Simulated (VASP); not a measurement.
Here is a VASP 6.6.1 calculation.

File INCAR:

```
SYSTEM = Ir
PREC = Accurate
ENCUT = 500
EDIFF = 1E-6
ISMEAR = 0
SIGMA = 0.15
LREAL = .False.
LASPH = .True.
NELM = 120
ALGO = Normal
ISIF = 2
LWAVE = .False.
LCHARG = .True.
GGA = CA
LELF = .True.
LVHAR = .True.
NBANDS = 16
GGA_COMPAT = .False.
```

The input KPOINTS:

```
regular mesh
0
Gamma
  18 18 10
  0 0 0
```

POSCAR

```
Ir
1.0
    2.7864000000      0.0000000000      0.0000000000
   -1.3932000000      2.4130931851      0.0000000000
    0.0000000000      0.0000000000      4.0353000000
Ir
2
Direct
    0.6666666667      0.3333333333      0.7500000000
    0.3333333333      0.6666666667      0.2500000000
```

Potentials or basis: VASP PAW LDA potentials, release 64 (Ir).

Launch:

```console
$ cat potpaw_LDA.64/Ir/POTCAR > POTCAR
$ mpirun -np 1 vasp_std > vasp.out
```

(1) Estimate the pressure.

(2) What does it give for the band gap on the k mesh?

Answers

(1) 20.1 GPa.

(2) zero (bands 9 and 10 overlap by 2.97 eV).

Caveat: the stress differs along the axes, from 6 to 48 GPa; spin-orbit coupling is left out, which moves the levels of the heavy elements.
